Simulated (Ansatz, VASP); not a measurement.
Zr3SiF2: VASP beside Ansatz

INCAR

```
PREC = Accurate
ENCUT = 600
EDIFF = 1E-6
ISMEAR = 0
SIGMA = 0.1
LREAL = F
LASPH = T
NELM = 80
ALGO = Normal
ISIF = 3
LWAVE = F
LCHARG = F
GGA = PE
IBRION = 2
NSW = 90
EDIFFG = -0.04
```

KPOINTS

```
Automatic mesh
0
Gamma
  6 6 4
```

POSCAR

```
Zr3SiF2
1.0
    4.5347320400      0.0000000000      0.0000000000
   -2.2673660200      3.9271931400      0.0000000000
    0.0000000000      0.0000000000      5.8449491500
Zr Si F
3 1 2
Direct
    0.3333333300      0.6666666700      0.5000000000
    0.6666666700      0.3333333300      0.5000000000
    0.0000000000      0.0000000000      0.5000000000
    0.0000000000      0.0000000000      0.0000000000
    0.3333333300      0.6666666700      0.0000000000
    0.6666666700      0.3333333300      0.0000000000
```

Input for Ansatz:

```yaml
crystal:
  lattice:
    - [4.53473204, 0.0, 0.0]
    - [-2.26736602, 3.92719314, 0.0]
    - [0.0, 0.0, 5.84494915]
  atoms:
    - { symbol: Zr, position: [0.33333333, 0.66666667, 0.5] }
    - { symbol: Zr, position: [0.66666667, 0.33333333, 0.5] }
    - { symbol: Zr, position: [0.0, 0.0, 0.5] }
    - { symbol: Si, position: [0.0, 0.0, 0.0] }
    - { symbol: F, position: [0.33333333, 0.66666667, 0.0] }
    - { symbol: F, position: [0.66666667, 0.33333333, 0.0] }
basis:
  ecutwfc: 420
kpoints:
  mp_grid: { grid: [6, 6, 4] }
hamiltonian:
  xc: pbe
scf:
  occupations: { method: gaussian, width: 0.1 }
  lower_state_search: "off"
output:
  forces: true
  stress: true
  eigenvalues: true
relax:
  adjacent_minimum: "off"
  f_tol: 0.04
  max_steps: 70
  cell: { stress_tol: 0.4 }
```

Alike in both runs: task relaxation of cell and atoms; functional PBE; k mesh 6 × 6 × 4; occupations gaussian, width 0.1 eV; no spin polarisation.

```csv
,VASP,Ansatz
version,VASP 6.6.1,Ansatz 0.2.0
potentials or method,"VASP PAW PBE potentials, release 64 (Zr_sv, Si, F), cutoff 600 eV","scalar-relativistic, plane waves, PAW"
valence electrons in the cell,54,54
```

```csv
,VASP,Ansatz,Ansatz less VASP
"gap on the k mesh at the Fermi level, each at its own relaxed structure (eV)",none,none,-
relaxed volume (Å³/atom),19.42,19.67,+0.249
relaxed cell length with the largest relative difference (Å),5.372,5.410,+0.0378
```

A gap of «none» marks a metal or a gap that the smearing closes.
